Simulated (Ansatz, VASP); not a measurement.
## Two plane-wave programs on Al2O3

Contents of POSCAR:

```
Al2O3
1.0
    2.9996979462      0.0000000000      0.0000000000
   -1.4998489731      2.5978146251      0.0000000000
    0.0000000000      0.0000000000     10.0836948168
Al O
2 3
Direct
    0.0000000000      0.0000000000      0.1499923300
    0.0000000000      0.0000000000      0.8500076700
    0.3333333333      0.6666666667      0.2223169200
    0.6666666667      0.3333333333      0.0000000000
    0.3333333333      0.6666666667      0.7776830800
```

Contents of INCAR.step1:

```
  PREC = Accurate
  ENCUT = 520
  ISMEAR = 0
  SIGMA = 0.05
  LREAL = False
  LASPH = True
  NELM = 100
  NBANDS = 20
  GGA = PE
  ALGO = Normal
  EDIFF = 1E-4
  LWAVE = True
  LCHARG = False
```

The input INCAR.step2:

```
  PREC = Accurate
  ENCUT = 520
  EDIFF = 1E-6
  ISMEAR = 0
  SIGMA = 0.05
  LREAL = False
  LASPH = True
  NELM = 100
  ALGO = Normal
  ISIF = 2
  LWAVE = False
  LCHARG = False
  METAGGA = R2SCAN
  LMIXTAU = True
  NBANDS = 20
  ISTART = 1
```

Contents of KPOINTS:

```
regular mesh
0
Gamma
  12 12 4
```

Input for Ansatz:

```yaml
crystal:
  lattice:
    - [2.9996979462, 0.0, 0.0]
    - [-1.4998489731, 2.5978146251, 0.0]
    - [0.0, 0.0, 10.0836948168]
  atoms:
    - { symbol: Al, position: [0.0, 0.0, 0.14999233] }
    - { symbol: Al, position: [0.0, 0.0, 0.85000767] }
    - { symbol: O, position: [0.3333333333, 0.6666666667, 0.22231692] }
    - { symbol: O, position: [0.6666666667, 0.3333333333, 0.0] }
    - { symbol: O, position: [0.3333333333, 0.6666666667, 0.77768308] }
basis:
  ecutwfc: 500
kpoints:
  mp_grid: { grid: [12, 12, 4] }
hamiltonian:
  xc: r2scan
scf:
  occupations: { method: gaussian, width: 0.05 }
output:
  forces: true
  stress: true
  eigenvalues: true
  write_density: true
  write_potential: true
  elf: true
  volumetric_format: npy
```

Change from the starting cell: strain +0.040 along x and y, +0.080 along z, atoms carried along.

Alike in both runs: task single point; functional r2SCAN; k mesh 12 × 12 × 4; occupations gaussian, width 0.05 eV; no spin polarisation.

|  | VASP | Ansatz |
| --- | --- | --- |
| version | VASP 6.6.1 | Ansatz 0.2.0 |
| potentials or method | VASP PAW PBE potentials, release 64 (Al, O), cutoff 520 eV | scalar-relativistic, plane waves, PAW |
| valence electrons in the cell | 24 | 24 |

Ansatz gave:

```
gap on the k mesh at the Fermi level (eV)                     : 4.57
least direct gap on the mesh (eV)                             : 4.63
pressure (GPa)                                                : -19.0
traceless stress, the component that is largest in VASP (GPa) : 1.70
rms of the force components (eV/Å)                            : 0.731
```

**Question.** What did VASP give for the same quantities?

**Answer.** gap on the k mesh at the Fermi level (eV): 4.55; least direct gap on the mesh (eV): 4.63; pressure (GPa): -19.1; traceless stress, the component that is largest in VASP (GPa): 1.55; rms of the force components (eV/Å): 0.746.

VASP's potentials were made for PBE, not for r2SCAN. Atom by atom the forces differ by 0.018 eV/Å (rms over components). Ansatz's warnings: xc potential rough in thin density.
